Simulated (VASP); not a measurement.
A run of VASP 6.6.1 is set up as follows.

File INCAR:

```
PREC     = Accurate       # precision mode
ENCUT    = 700            # plane-wave cutoff, eV
EDIFF    = 1E-6           # SCF threshold, eV
ISMEAR   = 0              # smearing method
SIGMA    = 0.05           # smearing width, eV
LREAL    = F              # projectors in reciprocal space
LASPH    = T              # aspherical terms in the spheres
NELM     = 200            # most SCF steps
ALGO     = Normal         # electronic algorithm
ISIF     = 2              # what is computed and relaxed
LWAVE    = F              # write WAVECAR
LCHARG   = F              # write CHGCAR
ISPIN    = 2              # spin polarisation
MAGMOM   = 0.5 0 0        # initial moments
LORBIT   = 11             # projections on sites
LMAXMIX  = 4              # l up to which the mixer works
LDAU     = T              # DFT+U
LDAUTYPE = 2            
LDAUL    = 2 -1           # shell
LDAUU    = 3.9 0          # U, eV
LDAUJ    = 0 0          
LDAUPRINT= 1            
GGA      = PE             # functional
NBANDS   = 26             # bands
GGA_COMPAT= F
```

File KPOINTS:

```
Automatic mesh
0
Gamma
  8 8 6
```

POSCAR

```
MnF2
1.0
    3.3743128661      0.0000000000      0.0000000000
   -1.6871564330      2.9222406624      0.0000000000
    0.0000000000      0.0000000000      4.9576215098
Mn F
1 2
Direct
    0.0000000000      0.0000000000      0.0000000000
    0.3333333333      0.6666666667      0.1942625801
    0.6666666667      0.3333333333      0.8057374199
```

Potentials or basis: VASP PAW PBE potentials, release 64 (Mn_sv, F).

Launch:

```sh
$ cat potpaw_PBE.64/Mn_sv/POTCAR potpaw_PBE.64/F/POTCAR > POTCAR
$ mpirun -np 1 vasp_std > vasp.out
```

(1) What does it give for the net moment?

(2) Estimate the site moments.

(3) Predict the pressure.

Results:

(1) 5.00 μB per cell.

(2) Mn +4.57; F +0.06 μB.

(3) -1.4 GPa.

Caveat: a cell with one magnetic atom can't hold antiferromagnetic order, which such compounds often take.
